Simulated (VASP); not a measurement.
# Si4O7 (a cell with a defect) in VASP: notebook

Runs on Si4O7 (a cell with a defect). Level: LDA. Tasks: single point.

Program: VASP 6.6.1. These are calculated values, not measurements. Logs are shortened: lines on timing, memory, paths and dates and some standing lists are left out, and cuts for length are marked.

## (1) The cell of the first run

The cell holds a defect, 11 atoms: a = 4.934 Å, b = 4.934 Å, c = 4.934 Å, α = 106.91°, β = 106.91°, γ = 114.72°.

## (2) Single point, LDA (atom 9 moved 0.500 of the way to it and -0.500 Å across, host rigid)

Contents of INCAR:

```
ALGO = Normal
EDIFF = 1E-7
ENCUT = 520
ISIF = 2
ISMEAR = 0
LASPH = True
LCHARG = False
LREAL = False
LWAVE = False
NBANDS = 40
NELM = 60
PREC = Accurate
SIGMA = 0.05
```

Contents of KPOINTS:

```
k-points
0
Gamma
  6 6 6
```

Contents of POSCAR:

```
Si4O7
1.0
    0.0000000000      4.1548619959     -2.6614337333
    0.0000000000     -4.1548619959     -2.6614337333
   -4.1548619959      0.0000000000      2.6614337333
Si O
4 7
Direct
    0.2500000000      0.7500000000      0.5000000000
    0.7500000000      0.2500000000      0.5000000000
    0.0000000000      0.0000000000      1.0000000000
    0.5000000000      0.5000000000      1.0000000000
    1.0000000000      0.3055647994      0.3055647994
    0.5555647994      0.7500000000      0.8055647994
    0.0555647994      0.2500000000      0.8055647994
    0.0000000000      0.6944352006      0.6944352006
    0.4149061050      0.0000000000      0.4149061050
    0.9444352006      0.7500000000      0.1944352006
    0.4444352006      0.2500000000      0.1944352006
```

Potentials or basis: VASP PAW LDA potentials, release 64 (Si, O).

Command:

```
cat potpaw_LDA.64/Si/POTCAR potpaw_LDA.64/O/POTCAR > POTCAR
mpirun -np 1 vasp_std > vasp.out
```

OUTCAR:

```text
EDIFF = 1E-7
   ENCUT = 520
   ISIF = 2
   ISMEAR = 0
   LASPH = True
   LREAL = False
   NELM = 60
   PREC = Accurate

 ion  position               nearest neighbor table
   1  0.250  0.750  0.500-   9 1.42   8 1.75   5 1.75   6 1.80  10 1.80   2 2.66   2 2.66
   2  0.750  0.250  0.500-   9 1.42   8 1.75   5 1.75   7 1.80  11 1.80   1 2.66   1 2.66
   3  0.000  0.000  0.000-   6 1.75   7 1.75  10 1.75  11 1.75   5 1.80   8 1.80   9 2.44   4 2.66
                             4 2.66
   4  0.500  0.500  0.000-   6 1.75   7 1.75  10 1.75  11 1.75   3 2.66   3 2.66
   5  0.000  0.306  0.306-   1 1.75   2 1.75   3 1.80
   6  0.556  0.750  0.806-   3 1.75   4 1.75   1 1.80
   7  0.056  0.250  0.806-   3 1.75   4 1.75   2 1.80
   8  0.000  0.694  0.694-   1 1.75   2 1.75   3 1.80
   9  0.415  0.000  0.415-   1 1.42   2 1.42  10 1.86  11 1.86   3 2.44
  10  0.944  0.750  0.194-   3 1.75   4 1.75   1 1.80   9 1.86
  11  0.444  0.250  0.194-   3 1.75   4 1.75   2 1.80   9 1.86

  LATTYP: Found a body centered tetragonal cell.
 ALAT       =     5.8758621844
 C/A-ratio  =     0.9058870511

  Lattice vectors:

 A1 = (   0.0000000000,   4.1548619959,  -2.6614337333)
 A2 = (   0.0000000000,  -4.1548619959,  -2.6614337333)
 A3 = (  -4.1548619959,   0.0000000000,   2.6614337333)

Analysis of symmetry for initial positions (statically):
=====================================================================
 Subroutine PRICEL returns:
 Original cell was already a primitive cell.

 Routine SETGRP: Setting up the symmetry group for a
 body centered tetragonal supercell.

 Subroutine GETGRP returns: Found  4 space group operations
 (whereof  4 operations were pure point group operations)
 out of a pool of 16 trial point group operations.

The static configuration has the point symmetry C_2v.

Analysis of symmetry for dynamics (positions and initial velocities):
=====================================================================
 Subroutine PRICEL returns:
 Original cell was already a primitive cell.

 Routine SETGRP: Setting up the symmetry group for a
 body centered tetragonal supercell.

 Subroutine GETGRP returns: Found  4 space group operations
 (whereof  4 operations were pure point group operations)
 out of a pool of 16 trial point group operations.

The dynamic configuration has the point symmetry C_2v.

 Subroutine INISYM returns: Found  4 space group operations
 (whereof  4 operations are pure point group operations),
 and found     1 'primitive' translations

----------------------------------------------------------------------------------------

                                     Primitive cell

  volume of cell :      91.8880

  direct lattice vectors                    reciprocal lattice vectors
     0.000000000  4.154861996 -2.661433733    -0.120340940  0.120340940 -0.187868664
     0.000000000 -4.154861996 -2.661433733    -0.120340940 -0.120340940 -0.187868664
    -4.154861996  0.000000000  2.661433733    -0.240681881  0.000000000  0.000000000

  length of vectors
     4.934177512  4.934177512  4.934177512     0.253492641  0.253492641  0.240681881

  position of ions in fractional coordinates (direct lattice)
     0.250000000  0.750000000  0.500000000
     0.750000000  0.250000000  0.500000000
     0.000000000  0.000000000  0.000000000
     0.500000000  0.500000000  0.000000000
     0.000000000  0.305564799  0.305564799
     0.555564799  0.750000000  0.805564799
     0.055564799  0.250000000  0.805564799
     0.000000000  0.694435201  0.694435201
     0.414906105  0.000000000  0.414906105
     0.944435201  0.750000000  0.194435201
     0.444435201  0.250000000  0.194435201

  ion indices of the primitive-cell ions
   primitive index   ion index
                 1           1
                 2           2
                 3           3
                 4           4
                 5           5
                 6           6
                 7           7
                 8           8
                 9           9
                10          10
                11          11

----------------------------------------------------------------------------------------

 KPOINTS: k-points

Automatic generation of k-mesh.
 Grid dimensions read from file:
 generate k-points for:    6    6    6

 Generating k-lattice:

  Cartesian coordinates                     Fractional coordinates (reciprocal lattice)
    -0.020056823  0.020056823 -0.031311444     0.166666667 -0.000000000  0.000000000
    -0.020056823 -0.020056823 -0.031311444    -0.000000000  0.166666667  0.000000000
    -0.040113647  0.000000000  0.000000000     0.000000000  0.000000000  0.166666667

  Length of vectors
     0.042248773  0.042248773  0.040113647

  Shift w.r.t. Gamma in fractional coordinates (k-lattice)
     0.000000000  0.000000000  0.000000000

 Subroutine IBZKPT returns following result:
 ===========================================

 Found     46 irreducible k-points:

 Following reciprocal coordinates:
            Coordinates               Weight
  0.000000  0.000000  0.000000      1.000000
  0.166667  0.000000 -0.000000      4.000000
  0.166667  0.000000 -0.166667      4.000000
  0.333333  0.000000 -0.000000      4.000000
  0.333333  0.000000 -0.333333      4.000000
  0.500000  0.000000 -0.000000      2.000000
[... 16 lines left out ...]
 -0.333333 -0.166667 -0.333333      4.000000
 -0.166667  0.166667  0.166667      2.000000
 [... further k-points ...]
   k-points           NKPTS =     46   k-points in BZ     NKDIM =     46   number of bands    NBANDS=     40
   number of dos      NEDOS =    301   number of ions     NIONS =     11
   total plane-waves  NPLWV =  64000
   dimension x,y,z NGX =    40 NGY =   40 NGZ =   40
   dimension x,y,z NGXF=    80 NGYF=   80 NGZF=   80
   ions per type =               4   7
   NGX,Y,Z   is equivalent  to a cutoff of  13.48, 13.48, 13.48 a.u.
   NGXF,Y,Z  is equivalent  to a cutoff of  26.95, 26.95, 26.95 a.u.
 SYSTEM =  unknown system
   PREC   = accura    normal or accurate (medium, high low for compatibility)
   ISTART =      0    job   : 0-new  1-cont  2-samecut
   ICHARG =      2    charge: 1-file 2-atom 10-const
   ISPIN  =      1    spin polarized calculation?
   LNONCOLLINEAR =      F non collinear calculations
   LSORBIT =      F    spin-orbit coupling
   LASPH  =      T    aspherical Exc in radial PAW
   ENCUT  =  520.0 eV  38.22 Ry    6.18 a.u.   9.17  9.17  9.17*2*pi/ulx,y,z
   NELM   =     60;   NELMIN=  2; NELMDL= -5     # of ELM steps
   EDIFF  = 0.1E-06   stopping-criterion for ELM
   LREAL  =      F    real-space projection
   EDIFFG = 0.1E-05   stopping-criterion for IOM
   NSW    =      0    number of steps for IOM
   IBRION =     -1    ionic relax: 0-MD 1-quasi-New 2-CG
   NFREE  =      0    steps in history (QN), initial steepest desc. (CG)
   ISIF   =      2    stress and relaxation
   ISYM   =      2    0-nonsym 1-usesym 2-fastsym
   POTIM  = 0.5000    time-step for ionic-motion
   TEBEG  =    0.0;   TEEND  =   0.0 temperature during run
   PSTRESS=    0.0 pullay stress
   NELECT =      58.0000    total number of electrons
   NUPDOWN=      -1.0000    fix difference up-down
   EMIN   =  10.00;   EMAX   =-10.00  energy-range for DOS
   EFERMI =   0.00;   METHOD = LEGACY
   ISMEAR =     0;   SIGMA  =   0.05  broadening in eV -4-tet -1-fermi 0-gaus
   EFERMI_NEDOS =   21; number of points for ismear=-14 and -15
   IALGO  =     38    algorithm
   IMIX   =      4    mixing-type and parameters
     AMIX     =   0.40;   BMIX     =  1.00
     AMIX_MAG =   1.60;   BMIX_MAG =  1.00
  volume/ion in A,a.u.               =       8.35        56.37
  Fermi-wavevector in a.u.,A,eV,Ry     =   1.404315  2.653771 26.832059  1.972101
  Thomas-Fermi vector in A             =   2.526889
   LORBIT       =      0    0 simple, 1 ext, 2 COOP (PROOUT), +10 PAW based schemes
   GGA     = CA    functional components
   LHFCALC =     F    Hartree Fock is set to
   AEXX    =    0.0000 exact exchange contribution
   IVDW    =     0    specifies the selected vdW correction
   LEPSILON=     F    determine dielectric tensor
   LRPA    =     F    only Hartree local field effects (RPA)
 non-spin polarized calculation
 Gauss-broadening in eV      SIGMA  =   0.05
  energy-cutoff  :      520.00
  volume of cell :       91.89
 maximum number of plane-waves:      2502
 NGX is ok and might be reduce to    40
   NGX = 19   NGY = 19   NGZ = 19

 number of electron      58.0000003 magnetization

 Free energy of the ion-electron system (eV)
  ---------------------------------------------------
  ext. energy  EPLUGINS =         0.00000000
  ---------------------------------------------------
  free energy    TOTEN  =       -82.49923099 eV

  energy without entropy =      -82.49509776  energy(sigma->0) =      -82.49716438

 E-fermi :  11.4909     XC(G=0): -12.3279

 val. band max:       11.4814817946   @ k =  -0.3333   0.5000   0.3333
 cond. band min:      11.4981363542   @ k =   0.5000  -0.3333   0.3333
 fundamental gap:      0.0166545596
 Fermi energy:        11.4909340294

 k-point     1 :       0.0000    0.0000    0.0000
  band No.  band energies     occupation
      1     -15.3958      2.00000
      2     -13.2343      2.00000
      3     -11.8077      2.00000
      4     -11.3329      2.00000
      5     -11.0475      2.00000
      6     -10.7252      2.00000
[... 32 lines left out ...]
     39      18.9231      0.00000
     40      19.2241      0.00000

 k-point     2 :       0.1667    0.0000   -0.0000
  band No.  band energies     occupation
      1     -15.2781      2.00000
      2     -13.3288      2.00000
      3     -11.8815      2.00000
      4     -11.5688      2.00000
      5     -11.0613      2.00000
      6     -10.6772      2.00000
[... 935 lines left out ...]
     39      18.7939      0.00000
     40      19.3231      0.00000

 k-point    24 :      -0.1667    0.1667    0.1667
  band No.  band energies     occupation
      1     -15.2602      2.00000
      2     -13.1482      2.00000
      3     -11.9627      2.00000
      4     -11.8967      2.00000
      5     -11.0562      2.00000
      6     -10.5463      2.00000
[... 32 lines left out ...]
     39      18.5638      0.00000
     40      19.5250      0.00000

 [... further k-points ...]
[... 5 lines left out ...]
  --------------------------------------------------------------------------------------
  -------------------------------------------------------------------------------------
  Total        9.8149465      9.8149465     45.1230491     -6.5614013      0.0000000      0.0000000
  in kB      171.1353229    171.1353229    786.7742937   -114.4058735      0.0000000      0.0000000
  external PRESSURE =     376.3483132 kB  Pullay stress =       0.0000000 kB

 VOLUME and BASIS-vectors are now :
 -----------------------------------------------------------------------------
  energy-cutoff  :      520.00
  volume of cell :       91.89
      direct lattice vectors                 reciprocal lattice vectors
     0.000000000  4.154861996 -2.661433733    -0.120340940  0.120340940 -0.187868664
     0.000000000 -4.154861996 -2.661433733    -0.120340940 -0.120340940 -0.187868664
    -4.154861996  0.000000000  2.661433733    -0.240681881  0.000000000  0.000000000

 POSITION                                       TOTAL-FORCE (eV/Angst)
 -----------------------------------------------------------------------------------
     -2.07743     -2.07743     -1.33072        -2.258922      2.258922     11.552729
     -2.07743      2.07743     -1.33072        -2.258922      2.258922    -11.552729
      0.00000      0.00000      0.00000        -0.333210      0.333210     -0.000000
      0.00000      0.00000     -2.66143        -0.713653      0.713653     -0.000000
     -1.26958     -1.26958      0.00000         0.062226      0.185906     -0.000000
     -3.34701     -0.80785     -1.33072         1.369652     -1.369652     -1.336548
     -3.34701     -0.80785      1.33072         1.369652     -1.369652      1.336548
     -2.88528     -2.88528      0.00000        -0.185906     -0.062226     -0.000000
     -1.72388      1.72388      0.00000        -2.336504      2.336504     -0.000000
     -0.80785      0.80785     -3.99215         2.642795     -2.642795      3.998146
     -0.80785      0.80785     -1.33072         2.642795     -2.642795     -3.998146
 -----------------------------------------------------------------------------------
    total drift:                               -0.000188      0.000187     -0.000001

  FREE ENERGIE OF THE ION-ELECTRON SYSTEM (eV)
  ---------------------------------------------------
  free  energy   TOTEN  =       -82.4992309887 eV

  energy  without entropy=      -82.4950977628  energy(sigma->0) =      -82.49716438
```

It took 3.7 min on 1 thread of Intel Xeon Platinum 8259CL at 2.50GHz (Skylake/Cascade Lake), shared host; peak memory 0.26 GiB.

Results:

| Item | Value |
| --- | --- |
| Free energy | -82.4992 eV |
| Pressure | 37.6 GPa |
| Largest force | 11.986 eV/Å |
| Band gap on the k mesh | zero (band 29 reaches 11.61 eV, above the bottom of band 30 at 11.42 eV) |

Forces in eV/Å, atoms in the order of the input:
```
Si   -2.259   2.259  11.553
Si   -2.259   2.259 -11.553
Si   -0.333   0.333   0.000
Si   -0.714   0.714   0.000
O     0.062   0.186   0.000
O     1.370  -1.370  -1.337
O     1.370  -1.370   1.337
O    -0.186  -0.062   0.000
O    -2.337   2.337   0.000
O     2.643  -2.643   3.998
O     2.643  -2.643  -3.998
```

Caveat: the cell differs from its parent crystal (atom 9 moved 0.500 of the way to it and -0.500 Å across, host rigid).

## (3) Single point, LDA (atom 9 moved 0.500 of the way to it and -0.250 Å across, host rigid)

Contents of INCAR:

```
ALGO = Normal
EDIFF = 1E-6
ENCUT = 520
GGA = CA
ISIF = 2
ISMEAR = 0
LASPH = True
LCHARG = False
LREAL = False
LWAVE = False
NBANDS = 40
NELM = 100
PREC = Accurate
SIGMA = 0.05
```

KPOINTS is that of step 2.

Edit POSCAR of step 2 so:

```diff
@@ -16,3 +16,3 @@
     0.0000000000      0.6944352006      0.6944352006
-    0.4149061050      0.0000000000      0.4149061050
+    0.4574530525      0.0000000000      0.4574530525
     0.9444352006      0.7500000000      0.1944352006
```

Potentials or basis: VASP PAW LDA potentials, release 64 (Si, O).

Command:

```
cat potpaw_LDA.64/Si/POTCAR potpaw_LDA.64/O/POTCAR > POTCAR
mpirun -np 1 vasp_std > vasp.out
```

Run time: 3.3 min. Hardware: 1 thread of Intel Xeon Platinum 8259CL at 2.50GHz (Skylake/Cascade Lake), shared host; peak memory 0.26 GiB.

Results (log left out):

```yaml
Free_energy: -82.7086 eV
Pressure: 40.5 GPa
Largest_force: 18.200 eV/Å
Band_gap_on_the_k_mesh: zero (band 29 reaches 11.53 eV, above the bottom of band 30 at 11.42 eV)
```

Forces on the atoms (eV/Å):
```
Si   -1.877   1.877  18.005
Si   -1.877   1.877 -18.005
Si   -0.249   0.249   0.000
Si   -0.394   0.394   0.000
O     0.076   0.146   0.000
O     1.086  -1.086  -1.125
O     1.086  -1.086   1.125
O    -0.146  -0.076   0.000
O     0.525  -0.525   0.000
O     0.884  -0.884   1.256
O     0.884  -0.884  -1.256
```

Stress tensor (GPa, compression positive):
```
11.98 -5.45  0.00
-5.45 11.98  0.00
 0.00  0.00 97.62
```

Levels at points of the mesh, in eV from the Fermi level:
| k point | band 26 | band 27 | band 28 | band 29 | band 30 | band 31 | band 32 | band 33 |
| --- | --- | --- | --- | --- | --- | --- | --- | --- |
| (0.00, 0.00, 0.00) | -5.49 | -5.12 | -4.59 | -1.88 | 0.12 | 2.51 | 2.73 | 4.12 |
| (0.50, 0.00, 0.00) | -6.07 | -5.67 | -4.97 | -0.32 | 0.89 | 1.65 | 2.62 | 4.09 |
| (0.50, 0.00, 0.50) | -5.65 | -5.27 | -5.13 | -0.36 | 0.74 | 1.54 | 2.58 | 4.41 |
| (0.50, 0.50, 0.00) | -5.82 | -5.66 | -5.49 | -0.64 | 0.43 | 3.55 | 3.78 | 4.19 |
| (0.50, 0.50, 0.50) | -6.58 | -6.16 | -5.89 | -0.22 | 1.35 | 2.53 | 2.85 | 4.28 |

Caveat: the cell differs from its parent crystal (atom 9 moved 0.500 of the way to it and -0.250 Å across, host rigid).

## (4) Single point, LDA (atom 9 moved 0.500 of the way to it and -0.125 Å across, host rigid)

Contents of INCAR:

```
  PREC = Accurate
  ENCUT = 520
  EDIFF = 1E-7
  ISMEAR = 0
  SIGMA = 0.05
  LREAL = F
  LASPH = T
  NELM = 100
  ALGO = Normal
  ISIF = 2
  LWAVE = F
  LCHARG = F
  GGA = CA
  NBANDS = 40
```

Contents of KPOINTS:

```
Automatic mesh
0
Gamma
  6 6 6
```

Edit POSCAR of step 3 so:

```diff
@@ -16,3 +16,3 @@
     0.0000000000      0.6944352006      0.6944352006
-    0.4574530525      0.0000000000      0.4574530525
+    0.4787265262      0.0000000000      0.4787265262
     0.9444352006      0.7500000000      0.1944352006
```

Command:

```
cat potpaw_LDA.64/Si/POTCAR potpaw_LDA.64/O/POTCAR > POTCAR
mpirun -np 1 vasp_std > vasp.out
```

Wall time 3.6 min (1 thread of Intel Xeon Platinum 8259CL at 2.50GHz (Skylake/Cascade Lake), shared host); peak memory 0.26 GiB.

Results (log left out):

| Item | Value |
| --- | --- |
| Free energy | -82.6015 eV |
| Pressure | 41.8 GPa |
| Largest force | 20.202 eV/Å |
| Band gap on the k mesh | zero (band 29 reaches 11.51 eV, above the bottom of band 30 at 11.43 eV) |

Forces in eV/Å, atoms in the order of the input:
```
Si   -1.064   1.064  20.146
Si   -1.064   1.064 -20.146
Si   -0.137   0.137   0.000
Si   -0.203   0.203   0.000
O     0.091   0.127   0.000
O     0.785  -0.785  -0.807
O     0.785  -0.785   0.807
O    -0.127  -0.091   0.000
O     0.550  -0.550   0.000
O     0.192  -0.192   0.342
O     0.192  -0.192  -0.342
```

Stress tensor (GPa, compression positive):
```
 10.16  -3.39   0.00
 -3.39  10.16   0.00
  0.00   0.00 105.01
```

Levels at points of the mesh, in eV from the Fermi level:
| k point | band 26 | band 27 | band 28 | band 29 | band 30 | band 31 | band 32 | band 33 |
| --- | --- | --- | --- | --- | --- | --- | --- | --- |
| (0.00, 0.00, 0.00) | -5.51 | -5.14 | -4.60 | -1.84 | 0.12 | 2.50 | 2.71 | 4.07 |
| (0.50, 0.00, 0.00) | -6.09 | -5.66 | -4.99 | -0.30 | 0.97 | 1.58 | 2.77 | 4.09 |
| (0.50, 0.00, 0.50) | -5.92 | -5.29 | -5.15 | -0.35 | 0.76 | 1.54 | 2.72 | 4.42 |
| (0.50, 0.50, 0.00) | -5.84 | -5.63 | -5.53 | -0.62 | 0.42 | 3.52 | 3.95 | 4.18 |
| (0.50, 0.50, 0.50) | -6.61 | -6.22 | -5.99 | -0.26 | 1.42 | 2.67 | 2.82 | 4.41 |

Caveat: the cell differs from its parent crystal (atom 9 moved 0.500 of the way to it and -0.125 Å across, host rigid).

(Continued in part 2 of 2.)
